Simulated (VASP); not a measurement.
Write the native input for VASP 6.6.1 that does the following.

```
Task                   : single point
Functional             : r2SCAN
Potentials or basis    : VASP PAW PBE potentials, release 64 (Mg, O)
Cutoff                 : 520 eV
k mesh                 : 10 × 10 × 10
Occupations            : gaussian, width 0.01 eV
Spin                   : no spin polarisation
Dipole correction      : no
Further INCAR settings : ALGO = Normal; EDIFF = 1e-06; NBANDS = 11
```

MgO:

```
Mg O
1.0
     0.00000    2.10217    2.10217
     2.14778    0.00000    2.10217
     2.14778    2.10217    0.00000
Mg O
1 1
Cartesian
  0.0000 0.0000 0.0000
  2.1478 2.1022 2.1022
```

This cell differs from its parent crystal: uniaxial x strain +2.2%.

One way to write it, as run:

POSCAR

```
MgO
1.0
    0.0000000000      2.1021674166      2.1021674166
    2.1477844495      0.0000000000      2.1021674166
    2.1477844495      2.1021674166      0.0000000000
Mg O
1 1
Direct
    0.0000000000      0.0000000000      0.0000000000
    0.5000000000      0.5000000000      0.5000000000
```

INCAR.step1

```
SYSTEM = MgO
ALGO = Normal
EDIFF = 1E-4
ENCUT = 520
GGA = PE
ISMEAR = 0
LASPH = .True.
LCHARG = .False.
LREAL = .False.
LWAVE = .True.
NBANDS = 11
NELM = 80
PREC = Accurate
SIGMA = 0.01
```

INCAR.step2

```
SYSTEM = MgO
ALGO = Normal
EDIFF = 1E-6
ENCUT = 520
ISIF = 2
ISMEAR = 0
ISTART = 1
LASPH = .True.
LCHARG = .True.
LELF = .True.
LMIXTAU = .True.
LREAL = .False.
LVHAR = .True.
LWAVE = .False.
METAGGA = R2SCAN
NBANDS = 11
NELM = 80
PREC = Accurate
SIGMA = 0.01
```

KPOINTS

```
k-points
0
Gamma
  10 10 10
  0 0 0
```

Potentials or basis: VASP PAW PBE potentials, release 64 (Mg, O).

The run is started by

```sh
$ cat potpaw_PBE.64/Mg/POTCAR potpaw_PBE.64/O/POTCAR > POTCAR
$ cp INCAR.step1 INCAR
$ mpirun -np 1 vasp_std > vasp.out
$ cp INCAR.step2 INCAR
$ mpirun -np 1 vasp_std > vasp.out
```

Results of the run:

* Pressure: -4.4 GPa
* Band gap on the k mesh: 5.41 eV, direct

Caveat: the cell differs from its parent crystal (uniaxial x strain +2.2%); the PAW data sets were made with another functional, which shifts forces and pressure a little.

It took 39 s on 1 thread of Intel(R) Xeon(R) Platinum 8375C CPU @ 2.90GHz (Ice Lake) (shared host), peak memory 0.16 GiB.
